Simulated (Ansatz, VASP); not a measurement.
# One calculation of BF, two programs

```
CELL_PARAMETERS angstrom
2.79882 0.00000 0.00000
0.00000 2.79882 0.00000
0.00000 0.00000 2.79882
ATOMIC_POSITIONS crystal
B 0.50000 0.50000 0.50000
F 0.00000 0.00000 0.00000
```

Alike in both runs: functional PBE; k mesh 7 × 7 × 7; occupations gaussian, width 0.2 eV; no spin polarisation.

Ansatz relaxed the structure, and its values are those at the end. VASP's run is a single point on that final structure, the one shown.

|  | VASP | Ansatz |
| --- | --- | --- |
| version | VASP 6.6.1 | Ansatz 0.2.0 |
| potentials or method | VASP PAW PBE potentials, release 64 (B, F), cutoff 600 eV | scalar-relativistic, plane waves, PAW |
| valence electrons in the cell | 10 | 10 |

```csv
,VASP,Ansatz,Ansatz less VASP
gap on the k mesh at the Fermi level (eV),1.36,1.36,+0.002
least direct gap on the mesh (eV),1.60,1.60,0.000
pressure (GPa),-0.9,-0.6,+0.35
```
